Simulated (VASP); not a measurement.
Wanted: the native input for a VASP 6.6.1 run.

```
Task                   : single point
Functional             : r2SCAN
Potentials or basis    : VASP PAW PBE potentials, release 64 (Al)
Cutoff                 : 520 eV
k mesh                 : 18 × 18 × 14
Occupations            : gaussian, width 0.1 eV
Spin                   : no spin polarisation
Dipole correction      : no
Further INCAR settings : ALGO = Normal; EDIFF = 1e-06; NBANDS = 10
```

Al:

```xyz
2
Lattice="2.0349 2.0349 0.0000 -2.0349 2.0349 0.0000 0.0000 0.0000 3.8130" Properties=species:S:1:pos:R:3 pbc="T T T"
Al    0.0000    0.0000    0.0000
Al    0.0000    2.0349    1.9065
```

This cell differs from its parent crystal: uniaxial strain along c: -4.5 %, then relaxed in part.

The input as run:

POSCAR

```
Al
1.0
    2.0348714379      2.0348714379      0.0000000000
   -2.0348714379      2.0348714379      0.0000000000
    0.0000000000      0.0000000000      3.8130087974
Al
2
Direct
    0.0000000000      0.0000000000      0.0000000000
    0.5000000000      0.5000000000      0.5000000000
```

INCAR.step1

```
SYSTEM = Al
PREC     = Accurate       ! precision mode
ENCUT    = 520            ! plane-wave cutoff, eV
ISMEAR   = 0              ! smearing method
SIGMA    = 0.1            ! smearing width, eV
LREAL    = .FALSE.        ! projectors in reciprocal space
LASPH    = .TRUE.         ! aspherical terms in the spheres
NELM     = 100            ! most SCF steps
NBANDS   = 10             ! bands
GGA      = PE             ! functional
ALGO     = Normal         ! electronic algorithm
EDIFF    = 1E-4           ! SCF threshold, eV
LWAVE    = .TRUE.         ! write WAVECAR
LCHARG   = .FALSE.        ! write CHGCAR
```

INCAR.step2

```
SYSTEM = Al
PREC     = Accurate       ! precision mode
ENCUT    = 520            ! plane-wave cutoff, eV
EDIFF    = 1E-6           ! SCF threshold, eV
ISMEAR   = 0              ! smearing method
SIGMA    = 0.1            ! smearing width, eV
LREAL    = .FALSE.        ! projectors in reciprocal space
LASPH    = .TRUE.         ! aspherical terms in the spheres
NELM     = 100            ! most SCF steps
ALGO     = Normal         ! electronic algorithm
ISIF     = 2              ! what is computed and relaxed
LWAVE    = .FALSE.        ! write WAVECAR
LCHARG   = .FALSE.        ! write CHGCAR
METAGGA  = R2SCAN         ! meta-GGA
LMIXTAU  = .TRUE.       
NBANDS   = 10             ! bands
ISTART   = 1
```

KPOINTS

```
regular mesh
0
G
  18 18 14
  0 0 0
```

Potentials or basis: VASP PAW PBE potentials, release 64 (Al).

Launch:

```bash
$ cat potpaw_PBE.64/Al/POTCAR > POTCAR
$ cp INCAR.step1 INCAR
$ mpirun -np 1 vasp_std > vasp.out
$ cp INCAR.step2 INCAR
$ mpirun -np 1 vasp_std > vasp.out
```

Results of the run:

```yaml
Pressure: 0.8 GPa
Band_gap_on_the_k_mesh: zero (bands 3 and 4 overlap by 12.18 eV)
```

Caveat: the cell differs from its parent crystal (uniaxial strain along c: -4.5 %, then relaxed in part); the PAW data sets were made with another functional, which shifts forces and pressure a little.

It took 110 s on 1 thread of Intel(R) Xeon(R) 6975P-C (Granite Rapids) (shared host), peak memory 0.23 GiB.
